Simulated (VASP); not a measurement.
# Ru in VASP: further runs, part 2 of 2

VASP 6.6.1. Earlier steps stand in the parts before.

**4. Single point, PBE**

This run uses another cell than the first one, of 83.41 Å³/atom, 1.504 times its volume.

The input, INCAR:

```
SYSTEM = Ru
PREC = Accurate
ENCUT = 520
EDIFF = 1E-6
ISMEAR = 0
SIGMA = 0.1
LREAL = .FALSE.
LASPH = .TRUE.
NELM = 120
ALGO = Normal
ISIF = 2
LWAVE = .FALSE.
LCHARG = .TRUE.
LDIPOL = .TRUE.
IDIPOL = 3
DIPOL = 0.5 0.5 0.303
GGA = PE
LELF = .TRUE.
LVHAR = .TRUE.
LVACPOTAV = .TRUE.
NBANDS = 23
GGA_COMPAT = .FALSE.
NELMDL = -8
```

The input, KPOINTS:

```
Automatic mesh
0
G
  24 24 1
  0 0 0
```

The input, POSCAR:

```
Ru
1.0
    2.6217539754     -0.0000002758      0.0000000000
   -1.3108767489      2.2705056831      0.0000000000
    0.0000000000      0.0000000000     28.0234623200
Ru
2
Direct
    0.0000000000      0.0000000000      0.3436460302
    0.0000000000      0.0000000000      0.2629885036
```

Potentials or basis: VASP PAW PBE potentials, release 64 (Ru_sv).

Started as:

```bash
$ cat potpaw_PBE.64/Ru_sv/POTCAR > POTCAR
$ mpirun -np 1 vasp_std > vasp.out
```

OUTCAR:

```text
SYSTEM = Ru
   PREC = Accurate
   ENCUT = 520
   EDIFF = 1E-6
   ISMEAR = 0
   LREAL = .FALSE.
   LASPH = .TRUE.
   NELM = 120
   ISIF = 2
   GGA = PE
   NELMDL = -8

 ion  position               nearest neighbor table
   1  0.000  0.000  0.344-   2 2.26
   2  0.000  0.000  0.263-   1 2.26

  LATTYP: Found a hexagonal cell.
 ALAT       =     2.6217539754
 C/A-ratio  =    10.6888222857

  Lattice vectors:

 A1 = (   2.6217539754,  -0.0000002758,   0.0000000000)
 A2 = (  -1.3108767489,   2.2705056831,   0.0000000000)
 A3 = (   0.0000000000,   0.0000000000,  28.0234623200)

Analysis of symmetry for initial positions (statically):
=====================================================================
 Subroutine PRICEL returns:
 Original cell was already a primitive cell.

 Routine SETGRP: Setting up the symmetry group for a
 hexagonal supercell.

 Subroutine GETGRP returns: Found 24 space group operations
 (whereof 12 operations were pure point group operations)
 out of a pool of 24 trial point group operations.

The static configuration has the point symmetry C_6v.
 The point group associated with its full space group is D_6h.

Analysis of symmetry for dynamics (positions and initial velocities):
=====================================================================
 Subroutine PRICEL returns:
 Original cell was already a primitive cell.

 Routine SETGRP: Setting up the symmetry group for a
 hexagonal supercell.

 Subroutine GETGRP returns: Found 24 space group operations
 (whereof 12 operations were pure point group operations)
 out of a pool of 24 trial point group operations.

The dynamic configuration has the point symmetry C_6v.
 The point group associated with its full space group is D_6h.

 Subroutine INISYM returns: Found 24 space group operations
 (whereof 12 operations are pure point group operations),
 and found     1 'primitive' translations

----------------------------------------------------------------------------------------

                                     Primitive cell

  volume of cell :     166.8155

  direct lattice vectors                    reciprocal lattice vectors
     2.621753975 -0.000000276  0.000000000     0.381424066  0.220215234  0.000000000
    -1.310876749  2.270505683  0.000000000     0.000000046  0.440430547  0.000000000
     0.000000000  0.000000000 28.023462320     0.000000000  0.000000000  0.035684384

  length of vectors
     2.621753975  2.621753975 28.023462320     0.440430547  0.440430547  0.035684384

  position of ions in fractional coordinates (direct lattice)
     0.000000000  0.000000000  0.343646030
     0.000000000  0.000000000  0.262988504

  ion indices of the primitive-cell ions
   primitive index   ion index
                 1           1
                 2           2

----------------------------------------------------------------------------------------

 KPOINTS: Automatic mesh

Automatic generation of k-mesh.
 Grid dimensions read from file:
 generate k-points for:   24   24    1

 Generating k-lattice:

  Cartesian coordinates                     Fractional coordinates (reciprocal lattice)
     0.015892669  0.009175635  0.000000000     0.041666667  0.000000000  0.000000000
     0.000000002  0.018351273  0.000000000     0.000000000  0.041666667  0.000000000
     0.000000000  0.000000000  0.035684384     0.000000000  0.000000000  1.000000000

  Length of vectors
     0.018351273  0.018351273  0.035684384

  Shift w.r.t. Gamma in fractional coordinates (k-lattice)
     0.000000000  0.000000000  0.000000000

 Subroutine IBZKPT returns following result:
 ===========================================

 Found     61 irreducible k-points:

 Following reciprocal coordinates:
            Coordinates               Weight
  0.000000  0.000000  0.000000      1.000000
  0.041667 -0.000000  0.000000      6.000000
  0.083333 -0.000000  0.000000      6.000000
  0.125000  0.000000  0.000000      6.000000
  0.166667  0.000000  0.000000      6.000000
  0.208333 -0.000000  0.000000      6.000000
[... 16 lines left out ...]
  0.416667  0.041667  0.000000     12.000000
  0.458333  0.041667  0.000000     12.000000
 [... further k-points ...]
   k-points           NKPTS =     61   k-points in BZ     NKDIM =     61   number of bands    NBANDS=     23
   number of dos      NEDOS =    301   number of ions     NIONS =      2
   total plane-waves  NPLWV =  84000
   dimension x,y,z NGX =    20 NGY =   20 NGZ =  210
   dimension x,y,z NGXF=    40 NGYF=   40 NGZF=  420
   ions per type =               2
   NGX,Y,Z   is equivalent  to a cutoff of  12.68, 12.68, 12.46 a.u.
   NGXF,Y,Z  is equivalent  to a cutoff of  25.36, 25.36, 24.92 a.u.
 SYSTEM =  Ru
   PREC   = accura    normal or accurate (medium, high low for compatibility)
   ISTART =      0    job   : 0-new  1-cont  2-samecut
   ICHARG =      2    charge: 1-file 2-atom 10-const
   ISPIN  =      1    spin polarized calculation?
   LNONCOLLINEAR =      F non collinear calculations
   LSORBIT =      F    spin-orbit coupling
   LASPH  =      T    aspherical Exc in radial PAW
   ENCUT  =  520.0 eV  38.22 Ry    6.18 a.u.   4.87  4.87 52.11*2*pi/ulx,y,z
   NELM   =    120;   NELMIN=  2; NELMDL= -8     # of ELM steps
   EDIFF  = 0.1E-05   stopping-criterion for ELM
   LREAL  =      F    real-space projection
   EDIFFG = 0.1E-04   stopping-criterion for IOM
   NSW    =      0    number of steps for IOM
   IBRION =     -1    ionic relax: 0-MD 1-quasi-New 2-CG
   NFREE  =      0    steps in history (QN), initial steepest desc. (CG)
   ISIF   =      2    stress and relaxation
   ISYM   =      2    0-nonsym 1-usesym 2-fastsym
   POTIM  = 0.5000    time-step for ionic-motion
   TEBEG  =    0.0;   TEEND  =   0.0 temperature during run
   PSTRESS=    0.0 pullay stress
   NELECT =      32.0000    total number of electrons
   NUPDOWN=      -1.0000    fix difference up-down
   EMIN   =  10.00;   EMAX   =-10.00  energy-range for DOS
   EFERMI =   0.00;   METHOD = LEGACY
   ISMEAR =     0;   SIGMA  =   0.10  broadening in eV -4-tet -1-fermi 0-gaus
   EFERMI_NEDOS =   21; number of points for ismear=-14 and -15
   IALGO  =     38    algorithm
   IMIX   =      4    mixing-type and parameters
     AMIX     =   0.40;   BMIX     =  1.00
     AMIX_MAG =   1.60;   BMIX_MAG =  1.00
  volume/ion in A,a.u.               =      83.41       562.86
  Fermi-wavevector in a.u.,A,eV,Ry     =   0.944161  1.784206 12.128778  0.891440
  Thomas-Fermi vector in A             =   2.071939
   LORBIT       =      0    0 simple, 1 ext, 2 COOP (PROOUT), +10 PAW based schemes
   GGA     = PE    functional components
   LHFCALC =     F    Hartree Fock is set to
   AEXX    =    0.0000 exact exchange contribution
   IVDW    =     0    specifies the selected vdW correction
   LEPSILON=     F    determine dielectric tensor
   LRPA    =     F    only Hartree local field effects (RPA)
 non-spin polarized calculation
 Gauss-broadening in eV      SIGMA  =   0.10
  energy-cutoff  :      520.00
  volume of cell :      166.82
 maximum number of plane-waves:      4563
 NGX is ok and might be reduce to    20
   NGX =  9   NGY =  9   NGZ =105

 dipolmoment           0.000000      0.000000     -0.000010 electrons x Angstroem

 number of electron      32.0000003 magnetization

 dipolmoment           0.000000      0.000000      0.000001 electrons x Angstroem

 Free energy of the ion-electron system (eV)
  ---------------------------------------------------
  ext. energy  EPLUGINS =         0.00000000
  ---------------------------------------------------
  free energy    TOTEN  =       -16.67016109 eV

  energy without entropy =      -16.66070260  energy(sigma->0) =      -16.66543184

 E-fermi :  -1.7358     XC(G=0):  -3.0279

 val. band max:       -1.7824932079   @ k =   0.2083   0.0417   0.0000
 cond. band min:      -1.6928860696   @ k =   0.4167   0.1250   0.0000
 fundamental gap:      0.0896071383
 Fermi energy:        -1.7357551587

 k-point     1 :       0.0000    0.0000    0.0000
  band No.  band energies     occupation
      1     -74.7221      2.00000
      2     -74.5184      2.00000
      3     -45.3280      2.00000
      4     -44.0893      2.00000
      5     -44.0893      2.00000
      6     -44.0731      2.00000
[... 613 lines left out ...]
     22       7.1023      0.00000
     23       7.4386      0.00000

 [... further k-points ...]

------------------------ aborting loop because EDIFF is reached ----------------------------------------

  FORCE on cell =-STRESS in cart. coord.  units (eV):
  Direction    XX          YY          ZZ          XY          YZ          ZX
  --------------------------------------------------------------------------------------
  -------------------------------------------------------------------------------------
  Total       -0.1225727     -0.1225727     -0.1205572      0.0000000      0.0000000      0.0000000
  in kB       -1.1772483     -1.1772483     -1.1578900      0.0000000      0.0000000      0.0000000
  external PRESSURE =      -1.1707955 kB  Pullay stress =       0.0000000 kB

 VOLUME and BASIS-vectors are now :
 -----------------------------------------------------------------------------
  energy-cutoff  :      520.00
  volume of cell :      166.82
      direct lattice vectors                 reciprocal lattice vectors
     2.621753975 -0.000000276  0.000000000     0.381424066  0.220215234  0.000000000
    -1.310876749  2.270505683  0.000000000     0.000000046  0.440430547  0.000000000
     0.000000000  0.000000000 28.023462320     0.000000000  0.000000000  0.035684384

 POSITION                                       TOTAL-FORCE (eV/Angst)
 -----------------------------------------------------------------------------------
      0.00000      0.00000      9.63015        -0.000000      0.000000     -0.006782
      0.00000      0.00000      7.36985         0.000000     -0.000000      0.006782
 -----------------------------------------------------------------------------------
    total drift:                                0.000000      0.000000     -0.000220

  FREE ENERGIE OF THE ION-ELECTRON SYSTEM (eV)
  ---------------------------------------------------
  free  energy   TOTEN  =       -16.6701610875 eV

  energy  without entropy=      -16.6607025967  energy(sigma->0) =      -16.66543184

 vacuum level on the upper side and lower side of the slab         3.337         3.337
```

OSZICAR:

```text
N       E                     dE             d eps       ncg     rms          rms(c)
DAV:   1     0.333021629127E+03    0.33302E+03   -0.19948E+04  3766   0.117E+03
DAV:   2     0.121587073492E+01   -0.33181E+03   -0.31877E+03  4023   0.359E+02
DAV:   3    -0.173726530670E+02   -0.18589E+02   -0.17557E+02  3436   0.826E+01
[... 16 lines left out ...]
DAV:  20    -0.166701371317E+02   -0.42553E-04   -0.26155E-06  2300   0.287E-03    0.736E-04
DAV:  21    -0.166701530512E+02   -0.15919E-04   -0.12027E-06  2398   0.277E-03    0.721E-04
DAV:  22    -0.166701594352E+02   -0.63841E-05   -0.31689E-07  2111   0.228E-03    0.261E-04
DAV:  23    -0.166701606178E+02   -0.11826E-05   -0.49498E-08  2384   0.754E-04    0.181E-04
DAV:  24    -0.166701610875E+02   -0.46965E-06   -0.14227E-08  2306   0.589E-04
   1 F= -.16670161E+02 E0= -.16665432E+02  d E =-.945849E-02
```

It took 3 min on 1 thread of Intel Xeon 6975P-C (Granite Rapids), shared host; peak memory 0.38 GiB.

Results:

```
Free energy            : -16.6702 eV
Largest force          : 0.007 eV/Å
Band gap on the k mesh : zero (band 16 reaches 0.14 eV, above the bottom of band 17 at -2.57 eV)
```

Forces on the atoms (eV/Å):
```
Ru   0.000  0.000 -0.007
Ru   0.000  0.000  0.007
```

Levels at points of the mesh, in eV from the Fermi level:
```
           k point  band 14  band 15  band 16  band 17  band 18  band 19
(0.00, 0.00, 0.00)    -1.72    -1.72    -0.62    -0.61    -0.61     0.75
(0.50, 0.00, 0.00)    -1.58     0.97     1.87     2.25     2.26     2.52
```

**5. Summary**

```tsv
spin	cell	k mesh	gap on the mesh (eV)	largest force (eV/Å)
off	a = 2.745, b = 2.745, c = 17.000 Å, angles 90.0, 90.0, 120.0°, 2 atoms	6 × 6 × 1	none	2.05
collinear, ferromagnetic start	a = 2.634, b = 2.634, c = 28.023 Å, angles 90.0, 90.0, 120.0°, 2 atoms	6 × 6 × 1	none	0.03
off	a = 2.622, b = 2.622, c = 28.023 Å, angles 90.0, 90.0, 120.0°, 2 atoms	24 × 24 × 1	none	0.01
```

Alike in all rows: task single point; level PBE; potentials or basis VASP PAW PBE potentials, release 64 (Ru_sv); cutoff (eV) 520; smearing gaussian 0.1 eV.

Caveats: some runs use coarse meshes.

Total energies depend on the potentials used, so only differences within one code and one set of settings carry meaning.
